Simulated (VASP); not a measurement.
The system is Ga2BSb3.

```
Ga B Sb
1.0
     6.92220    0.00000    0.00000
    -3.46110    5.99480    0.00000
     0.00000    0.00000    4.07930
Ga B Sb
2 1 3
Direct
  0.33333 0.66667 0.50000
  0.66667 0.33333 0.50000
  0.00000 0.00000 0.50000
  0.00000 0.50000 0.00000
  0.50000 0.00000 0.00000
  0.50000 0.50000 0.00000
```

The cell was generated, and may not be a known phase.

```yaml
Program: VASP 6.6.1
Task: relaxation of cell and atoms
Functional: PBE
Potentials_or_basis: VASP PAW PBE potentials, release 64 (Ga_d, B, Sb)
Cutoff: 600 eV
k_mesh: 6 × 6 × 10
Occupations: gaussian, width 0.1 eV
Spin: no spin polarisation
```

At the start: pressure -0.0 GPa; volume 28.21 Å³/atom.

**Question.** Where does the relaxation end?

**Answer.** Over 12 steps the energy falls by 69.1 meV/atom and the volume is 27.31 Å³/atom (-3.2 %); space group P6/mmm (No. 191, to 0.1 Å) before and after.

Step by step:
```tsv
step	energy change (eV)	largest force (eV/Å)	pressure (GPa)	volume (Å³)
1	0.0000	0.0000	-0.03	169.28
2	-0.0125	0.0000	-0.08	169.14
3	-0.0339	0.0000	-0.19	168.62
4	-0.1224	0.0000	-0.09	167.08
5	-0.4121	0.0000	0.39	162.14
6	-0.4095	0.0000	0.57	161.63
7	-0.4118	0.0000	0.44	161.92
8	-0.3719	0.0000	-1.44	171.06
9	-0.4138	0.0000	0.08	163.56
10	-0.4138	0.0000	0.09	163.49
11	-0.4130	0.0000	-0.17	164.43
12	-0.4144	0.0000	-0.02	163.89
```

Final structure:
```
Ga B Sb
1.0
     6.23201    0.00000    0.00000
    -3.11600    5.39708    0.00000
     0.00000    0.00000    4.87256
Ga B Sb
2 1 3
Direct
  0.33333 0.66667 0.50000
  0.66667 0.33333 0.50000
  0.00000 0.00000 0.50000
  0.00000 0.50000 0.00000
  0.50000 0.00000 0.00000
  0.50000 0.50000 0.00000
```

Caveat: a cell axis changed by over 15 % at a fixed basis, so the end point is rough.
